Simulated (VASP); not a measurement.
# Na (C2/m) in VASP: notebook

Na is run at these levels: r2SCAN; tasks: single point.

All numbers are computed with VASP 6.6.1; they aren't measurements. Logs are shortened: lines on timing, memory, paths and dates and some standing lists are left out, and cuts for length are marked.

**1. The cell of the first run**

Symmetry: C2/m, No. 12, monoclinic system. Conventional cell: a = 6.525 Å, b = 3.767 Å, c = 6.154 Å, α = 90.00°, β = 90.00°, γ = 90.00°. Na (site symmetry m) has 12 Na at 3.33 to 4.10 Å within 4.4 Å.

**2. Single point, r2SCAN (atom 1 (Na) moved by (+0.450, -0.225) A along y and z)**

POSCAR

```
Na
1.0
    3.7670009976      0.0000000000      0.0000000000
   -1.8835004988      3.2623185600      0.0000000000
    0.0000000000      0.0000000000      6.1540000000
Na
2
Direct
    0.4023026862      0.8046053724      0.2134384140
    0.6666666667      0.3333333333      0.7500000000
```

INCAR.step1

```
SYSTEM = Na
PREC = Accurate ; ENCUT = 520
ISMEAR = 0 ; SIGMA = 0.15
LREAL = .FALSE. ; LASPH = .TRUE.
NELM = 100 ; NBANDS = 14
GGA = PE ; ALGO = Normal
EDIFF = 1E-4 ; LWAVE = .TRUE.
LCHARG = .FALSE.
```

INCAR.step2

```
SYSTEM = Na
PREC = Accurate ; ENCUT = 520
EDIFF = 1E-6 ; ISMEAR = 0
SIGMA = 0.15 ; LREAL = .FALSE.
LASPH = .TRUE. ; NELM = 100
ALGO = Normal ; ISIF = 2
LWAVE = .FALSE. ; LCHARG = .FALSE.
METAGGA = R2SCAN ; LMIXTAU = .TRUE.
NBANDS = 14 ; ISTART = 1
```

KPOINTS

```
regular mesh
0
G
  12 12 8
  0 0 0
```

Potentials or basis: VASP PAW PBE potentials, release 64 (Na_pv).

On the command line:

```console
> cat potpaw_PBE.64/Na_pv/POTCAR > POTCAR
> cp INCAR.step1 INCAR
> mpirun -np 1 vasp_std > vasp.out
> cp INCAR.step2 INCAR
> mpirun -np 1 vasp_std > vasp.out
```

OUTCAR:

```text
SYSTEM = Na
   PREC = Accurate
   ENCUT = 520
   EDIFF = 1E-6
   ISMEAR = 0
   LREAL = .FALSE.
   LASPH = .TRUE.
   NELM = 100
   ISIF = 2
   METAGGA = R2SCAN
   ISTART = 1

 ion  position               nearest neighbor table
   1  0.402  0.805  0.213-
   2  0.667  0.333  0.750-

  LATTYP: Found a hexagonal cell.
 ALAT       =     3.7670009976
 C/A-ratio  =     1.6336603054

  Lattice vectors:

 A1 = (   3.7670009976,   0.0000000000,   0.0000000000)
 A2 = (  -1.8835004988,   3.2623185600,   0.0000000000)
 A3 = (   0.0000000000,   0.0000000000,   6.1540000000)

Analysis of symmetry for initial positions (statically):
=====================================================================
 Subroutine PRICEL returns:
 Original cell was already a primitive cell.

 Routine SETGRP: Setting up the symmetry group for a
 hexagonal supercell.

 Subroutine GETGRP returns: Found  4 space group operations
 (whereof  2 operations were pure point group operations)
 out of a pool of 24 trial point group operations.

The static configuration has the point symmetry C_1h.
 The point group associated with its full space group is C_2h.

Analysis of symmetry for dynamics (positions and initial velocities):
=====================================================================
 Subroutine PRICEL returns:
 Original cell was already a primitive cell.

 Routine SETGRP: Setting up the symmetry group for a
 hexagonal supercell.

 Subroutine GETGRP returns: Found  4 space group operations
 (whereof  2 operations were pure point group operations)
 out of a pool of 24 trial point group operations.

The dynamic configuration has the point symmetry C_1h.
 The point group associated with its full space group is C_2h.

 Subroutine INISYM returns: Found  4 space group operations
 (whereof  2 operations are pure point group operations),
 and found     1 'primitive' translations

----------------------------------------------------------------------------------------

                                     Primitive cell

  volume of cell :      75.6275

  direct lattice vectors                    reciprocal lattice vectors
     3.767000998  0.000000000  0.000000000     0.265463163  0.153265229  0.000000000
    -1.883500499  3.262318560  0.000000000     0.000000000  0.306530457  0.000000000
     0.000000000  0.000000000  6.154000000     0.000000000  0.000000000  0.162495938

  length of vectors
     3.767000998  3.767000998  6.154000000     0.306530457  0.306530457  0.162495938

  position of ions in fractional coordinates (direct lattice)
     0.402302686  0.804605372  0.213438414
     0.666666667  0.333333333  0.750000000

  ion indices of the primitive-cell ions
   primitive index   ion index
                 1           1
                 2           2

----------------------------------------------------------------------------------------

 KPOINTS: regular mesh

Automatic generation of k-mesh.
 Grid dimensions read from file:
 generate k-points for:   12   12    8

 Generating k-lattice:

  Cartesian coordinates                     Fractional coordinates (reciprocal lattice)
     0.022121930  0.012772102  0.000000000     0.083333333 -0.000000000  0.000000000
     0.000000000  0.025544205  0.000000000     0.000000000  0.083333333  0.000000000
     0.000000000  0.000000000  0.020311992     0.000000000  0.000000000  0.125000000

  Length of vectors
     0.025544205  0.025544205  0.020311992

  Shift w.r.t. Gamma in fractional coordinates (k-lattice)
     0.000000000  0.000000000  0.000000000

 Subroutine IBZKPT returns following result:
 ===========================================

 Found    320 irreducible k-points:

 Following reciprocal coordinates:
            Coordinates               Weight
  0.000000  0.000000  0.000000      1.000000
  0.083333  0.000000  0.000000      4.000000
  0.000000  0.083333  0.000000      2.000000
  0.166667  0.000000  0.000000      4.000000
  0.000000  0.166667  0.000000      2.000000
  0.250000  0.000000  0.000000      4.000000
[... 16 lines left out ...]
 -0.083333  0.416667  0.000000      4.000000
 -0.416667  0.333333  0.000000      4.000000
 [... further k-points ...]
   k-points           NKPTS =    320   k-points in BZ     NKDIM =    320   number of bands    NBANDS=     14
   number of dos      NEDOS =    301   number of ions     NIONS =      2
   total plane-waves  NPLWV =  37632
   dimension x,y,z NGX =    28 NGY =   28 NGZ =   48
   dimension x,y,z NGXF=    56 NGYF=   56 NGZF=   96
   ions per type =               2
   NGX,Y,Z   is equivalent  to a cutoff of  12.36, 12.36, 12.97 a.u.
   NGXF,Y,Z  is equivalent  to a cutoff of  24.71, 24.71, 25.93 a.u.
 SYSTEM =  Na
   PREC   = accura    normal or accurate (medium, high low for compatibility)
   ISTART =      1    job   : 0-new  1-cont  2-samecut
   ICHARG =      0    charge: 1-file 2-atom 10-const
   ISPIN  =      1    spin polarized calculation?
   LNONCOLLINEAR =      F non collinear calculations
   LSORBIT =      F    spin-orbit coupling
   LASPH  =      T    aspherical Exc in radial PAW
   ENCUT  =  520.0 eV  38.22 Ry    6.18 a.u.   7.00  7.00 11.44*2*pi/ulx,y,z
   NELM   =    100;   NELMIN=  2; NELMDL=  0     # of ELM steps
   EDIFF  = 0.1E-05   stopping-criterion for ELM
   LREAL  =      F    real-space projection
   EDIFFG = 0.1E-04   stopping-criterion for IOM
   NSW    =      0    number of steps for IOM
   IBRION =     -1    ionic relax: 0-MD 1-quasi-New 2-CG
   NFREE  =      0    steps in history (QN), initial steepest desc. (CG)
   ISIF   =      2    stress and relaxation
   ISYM   =      2    0-nonsym 1-usesym 2-fastsym
   POTIM  = 0.5000    time-step for ionic-motion
   TEBEG  =    0.0;   TEEND  =   0.0 temperature during run
   PSTRESS=    0.0 pullay stress
   NELECT =      14.0000    total number of electrons
   NUPDOWN=      -1.0000    fix difference up-down
   EMIN   =  10.00;   EMAX   =-10.00  energy-range for DOS
   EFERMI =   0.00;   METHOD = LEGACY
   ISMEAR =     0;   SIGMA  =   0.15  broadening in eV -4-tet -1-fermi 0-gaus
   EFERMI_NEDOS =   21; number of points for ismear=-14 and -15
   IALGO  =     38    algorithm
   IMIX   =      4    mixing-type and parameters
     AMIX     =   0.40;   BMIX     =  1.00
     AMIX_MAG =   1.60;   BMIX_MAG =  1.00
  volume/ion in A,a.u.               =      37.81       255.18
  Fermi-wavevector in a.u.,A,eV,Ry     =   0.933020  1.763152 11.844231  0.870526
  Thomas-Fermi vector in A             =   2.059678
   LORBIT       =      0    0 simple, 1 ext, 2 COOP (PROOUT), +10 PAW based schemes
   METAGGA = R2SCAN    functional components
   LHFCALC =     F    Hartree Fock is set to
   AEXX    =    0.0000 exact exchange contribution
   IVDW    =     0    specifies the selected vdW correction
   LEPSILON=     F    determine dielectric tensor
   LRPA    =     F    only Hartree local field effects (RPA)
 non-spin polarized calculation
 Gauss-broadening in eV      SIGMA  =   0.15
  energy-cutoff  :      520.00
  volume of cell :       75.63
 maximum number of plane-waves:      2059
   NGX = 13   NGY = 13   NGZ = 23

 number of electron      14.0000007 magnetization

 Free energy of the ion-electron system (eV)
  ---------------------------------------------------
  ext. energy  EPLUGINS =         0.00000000
  ---------------------------------------------------
  free energy    TOTEN  =        -7.07811524 eV

  energy without entropy =       -7.06889952  energy(sigma->0) =       -7.07350738

 E-fermi :   0.2857     XC(G=0):  -6.8593

 val. band max:        0.2585618587   @ k =   0.5000   0.2500   0.3750
 cond. band min:       0.3363495732   @ k =   0.4167   0.0833   0.2500
 fundamental gap:      0.0777877144
 Fermi energy:         0.2857003395

 k-point     1 :       0.0000    0.0000    0.0000
  band No.  band energies     occupation
      1     -25.7930      2.00000
      2     -25.7581      2.00000
      3     -25.7504      2.00000
      4     -25.7500      2.00000
      5     -25.7490      2.00000
      6     -25.7483      2.00000
      7      -3.1607      2.00000
      8       0.8034      0.00000
      9       1.4389      0.00000
     10      10.7674      0.00000
     11      10.9680      0.00000
     12      11.0564      0.00000
     13      11.0639      0.00000
     14      11.8002      0.00000

 k-point     2 :       0.0833    0.0000    0.0000
  band No.  band energies     occupation
      1     -25.7924      2.00000
      2     -25.7589      2.00000
      3     -25.7519      2.00000
      4     -25.7504      2.00000
      5     -25.7498      2.00000
      6     -25.7493      2.00000
      7      -3.0523      2.00000
      8       0.9014      0.00000
      9       1.5421      0.00000
     10       9.0718      0.00000
     11      10.0955      0.00000
     12      10.4827      0.00000
     13      11.9749      0.00000
     14      12.5329      0.00000

 k-point     3 :       0.0000    0.0833    0.0000
  band No.  band energies     occupation
      1     -25.7923      2.00000
      2     -25.7599      2.00000
      3     -25.7521      2.00000
      4     -25.7503      2.00000
      5     -25.7502      2.00000
      6     -25.7480      2.00000
      7      -3.0523      2.00000
      8       0.9013      0.00000
      9       1.5408      0.00000
     10       9.1312      0.00000
     11      10.0945      0.00000
     12      10.4888      0.00000
     13      12.0067      0.00000
     14      12.3027      0.00000
[... 324 lines left out ...]
 k-point    23 :      -0.0833    0.4167    0.0000
  band No.  band energies     occupation
      1     -25.7870      2.00000
      2     -25.7753      2.00000
      3     -25.7692      2.00000
      4     -25.7583      2.00000
      5     -25.7568      2.00000
      6     -25.7512      2.00000
      7      -0.9304      2.00000
      8       2.4775      0.00000
      9       2.8671      0.00000
     10       3.9786      0.00000
     11       6.3056      0.00000
     12       6.4335      0.00000
     13       7.7398      0.00000
     14       9.9936      0.00000

 k-point    24 :      -0.4167    0.3333    0.0000
  band No.  band energies     occupation
      1     -25.7861      2.00000
      2     -25.7748      2.00000
      3     -25.7668      2.00000
      4     -25.7619      2.00000
      5     -25.7553      2.00000
      6     -25.7526      2.00000
      7      -0.9301      2.00000
      8       2.5919      0.00000
      9       2.8726      0.00000
     10       3.8201      0.00000
     11       6.0358      0.00000
     12       6.4470      0.00000
     13       8.0660      0.00000
     14      10.0047      0.00000

 [... further k-points ...]
[... 5 lines left out ...]
  --------------------------------------------------------------------------------------
  -------------------------------------------------------------------------------------
  Total       -0.1052655      0.1681578      0.1226929      0.0000000     -0.0822182      0.0000000
  in kB       -2.2300633      3.5624444      2.5992649      0.0000000     -1.7418017      0.0000000
  external PRESSURE =       1.3105487 kB  Pullay stress =       0.0000000 kB

 VOLUME and BASIS-vectors are now :
 -----------------------------------------------------------------------------
  energy-cutoff  :      520.00
  volume of cell :       75.63
      direct lattice vectors                 reciprocal lattice vectors
     3.767000998  0.000000000  0.000000000     0.265463163  0.153265229  0.000000000
    -1.883500499  3.262318560  0.000000000     0.000000000  0.306530457  0.000000000
     0.000000000  0.000000000  6.154000000     0.000000000  0.000000000  0.162495938

 POSITION                                       TOTAL-FORCE (eV/Angst)
 -----------------------------------------------------------------------------------
      0.00000      2.62488      1.31350         0.000000     -0.076900      0.194947
      1.88350      1.08744      4.61550        -0.000000      0.076900     -0.194947
 -----------------------------------------------------------------------------------
    total drift:                                0.000014     -0.000163      0.000213

  FREE ENERGIE OF THE ION-ELECTRON SYSTEM (eV)
  ---------------------------------------------------
  free  energy   TOTEN  =        -7.0781152371 eV

  energy  without entropy=       -7.0688995157  energy(sigma->0) =       -7.07350738
```

Run time: 21 min. Hardware: 1 thread of Oxide Virtual Turin-like, shared host; peak memory 0.34 GiB.

Results:

| Item | Value |
| --- | --- |
| Free energy | -7.0781 eV |
| Pressure | 0.1 GPa |
| Largest force | 0.210 eV/Å |
| Band gap on the k mesh | zero (bands 7 and 8 overlap by 4.33 eV) |

Forces on the atoms (eV/Å):
```
Na   0.000 -0.077  0.195
Na   0.000  0.077 -0.195
```

Levels at points of the mesh, in eV from the Fermi level:
```tsv
k point	band 3	band 4	band 5	band 6	band 7	band 8	band 9	band 10	band 11	band 12
(0.00, 0.00, 0.00)	-26.04	-26.04	-26.03	-26.03	-3.45	0.52	1.15	10.48	10.68	10.77
(0.50, 0.00, 0.00)	-26.05	-26.05	-26.04	-26.04	0.16	0.51	4.01	4.14	4.57	4.97
(0.00, 0.50, 0.00)	-26.05	-26.05	-26.04	-26.04	0.30	0.33	4.05	4.08	4.80	5.00
(0.00, 0.00, 0.50)	-26.04	-26.04	-26.03	-26.03	-2.48	-2.22	5.86	5.88	11.00	11.02
(0.50, 0.00, 0.50)	-26.05	-26.05	-26.04	-26.04	0.95	1.14	1.69	1.81	7.85	8.13
(0.00, 0.50, 0.50)	-26.05	-26.04	-26.04	-26.04	1.00	1.02	1.79	1.80	7.85	8.19
```

Caveat: the cell differs from its parent crystal (atom 1 (Na) moved by (+0.450, -0.225) A along y and z); the PAW data sets were made with another functional, which shifts forces and pressure a little.

**3. Single point, r2SCAN (atom 1 (Na) moved by (-0.225, -0.225) A along y and z)**

POSCAR, as its differences from that of step 2:

```diff
@@ -8,3 +8,3 @@
 Direct
-    0.4023026862      0.8046053724      0.2134384140
+    0.2988486569      0.5976973138      0.2134384140
     0.6666666667      0.3333333333      0.7500000000
```

INCAR.step1

```
SYSTEM = Na
ALGO = Normal
EDIFF = 1E-4
ENCUT = 520
GGA = PE
ISMEAR = 0
LASPH = .TRUE.
LCHARG = .FALSE.
LREAL = .FALSE.
LWAVE = .TRUE.
NBANDS = 14
NELM = 60
PREC = Accurate
SIGMA = 0.15
```

INCAR.step2

```
SYSTEM = Na
ALGO = Normal
EDIFF = 1E-7
ENCUT = 520
ISIF = 2
ISMEAR = 0
ISTART = 1
LASPH = .TRUE.
LCHARG = .FALSE.
LMIXTAU = .TRUE.
LREAL = .FALSE.
LWAVE = .FALSE.
METAGGA = R2SCAN
NBANDS = 14
NELM = 60
PREC = Accurate
SIGMA = 0.15
```

KPOINTS

```
k-points
0
G
  12 12 8
  0 0 0
```

Potentials or basis: VASP PAW PBE potentials, release 64 (Na_pv).

On the command line:

```console
> cat potpaw_PBE.64/Na_pv/POTCAR > POTCAR
> cp INCAR.step1 INCAR
> mpirun -np 1 vasp_std > vasp.out
> cp INCAR.step2 INCAR
> mpirun -np 1 vasp_std > vasp.out
```

OUTCAR:

```text
SYSTEM = Na
   EDIFF = 1E-7
   ENCUT = 520
   ISIF = 2
   ISMEAR = 0
   ISTART = 1
   LASPH = .TRUE.
   LREAL = .FALSE.
   METAGGA = R2SCAN
   NELM = 60
   PREC = Accurate

 ion  position               nearest neighbor table
   1  0.299  0.598  0.213-
   2  0.667  0.333  0.750-

  LATTYP: Found a hexagonal cell.
 ALAT       =     3.7670009976
 C/A-ratio  =     1.6336603054

  Lattice vectors:

 A1 = (   3.7670009976,   0.0000000000,   0.0000000000)
 A2 = (  -1.8835004988,   3.2623185600,   0.0000000000)
 A3 = (   0.0000000000,   0.0000000000,   6.1540000000)

Analysis of symmetry for initial positions (statically):
=====================================================================
 Subroutine PRICEL returns:
 Original cell was already a primitive cell.

 Routine SETGRP: Setting up the symmetry group for a
 hexagonal supercell.

 Subroutine GETGRP returns: Found  4 space group operations
 (whereof  2 operations were pure point group operations)
 out of a pool of 24 trial point group operations.

The static configuration has the point symmetry C_1h.
[... 176 lines left out ...]
      5     -25.7386      2.00000
      6     -25.7374      2.00000
      7      -3.1622      2.00000
      8       0.8033      0.00000
      9       1.4348      0.00000
     10      10.7376      0.00000
     11      10.8995      0.00000
     12      11.0580      0.00000
     13      11.4413      0.00000
     14      11.4774      0.00000
[... 377 lines left out ...]
      1     -25.7685      2.00000
      2     -25.7657      2.00000
      3     -25.7563      2.00000
      4     -25.7489      2.00000
      5     -25.7454      2.00000
      6     -25.7419      2.00000
      7      -0.9318      2.00000
      8       2.5144      0.00000
      9       2.8687      0.00000
     10       3.8900      0.00000
     11       6.3127      0.00000
     12       6.4413      0.00000
     13       7.7687      0.00000
     14       9.9967      0.00000

 [... further k-points ...]

------------------------ aborting loop because EDIFF is reached ----------------------------------------

  FORCE on cell =-STRESS in cart. coord.  units (eV):
  Direction    XX          YY          ZZ          XY          YZ          ZX
  --------------------------------------------------------------------------------------
  -------------------------------------------------------------------------------------
  Total        0.1410240     -0.0373135      0.0411218      0.0000000      0.0257379      0.0000000
  in kB        2.9876117     -0.7904907      0.8711701      0.0000000      0.5452602      0.0000000
  external PRESSURE =       1.0227637 kB  Pullay stress =       0.0000000 kB

 VOLUME and BASIS-vectors are now :
 -----------------------------------------------------------------------------
  energy-cutoff  :      520.00
  volume of cell :       75.63
      direct lattice vectors                 reciprocal lattice vectors
     3.767000998  0.000000000  0.000000000     0.265463163  0.153265229  0.000000000
    -1.883500499  3.262318560  0.000000000     0.000000000  0.306530457  0.000000000
     0.000000000  0.000000000  6.154000000     0.000000000  0.000000000  0.162495938

 POSITION                                       TOTAL-FORCE (eV/Angst)
 -----------------------------------------------------------------------------------
      0.00000      1.94988      1.31350        -0.000000      0.014763      0.183467
      1.88350      1.08744      4.61550         0.000000     -0.014763     -0.183467
 -----------------------------------------------------------------------------------
    total drift:                               -0.000018      0.000603      0.000279

  FREE ENERGIE OF THE ION-ELECTRON SYSTEM (eV)
  ---------------------------------------------------
  free  energy   TOTEN  =        -7.0923447887 eV

  energy  without entropy=       -7.0831412222  energy(sigma->0) =       -7.08774301
```

Run time: 28 min. Hardware: 1 thread of Oxide Virtual Turin-like, shared host; peak memory 0.33 GiB.

What came out:

```yaml
Free_energy: -7.0923 eV
Pressure: 0.1 GPa
Largest_force: 0.184 eV/Å
Band_gap_on_the_k_mesh: zero (bands 7 and 8 overlap by 4.35 eV)
```

Forces in eV/Å, atoms in the order of the input:
```
Na   0.000  0.015  0.183
Na   0.000 -0.015 -0.183
```

Caveat: the cell differs from its parent crystal (atom 1 (Na) moved by (-0.225, -0.225) A along y and z); the PAW data sets were made with another functional, which shifts forces and pressure a little.
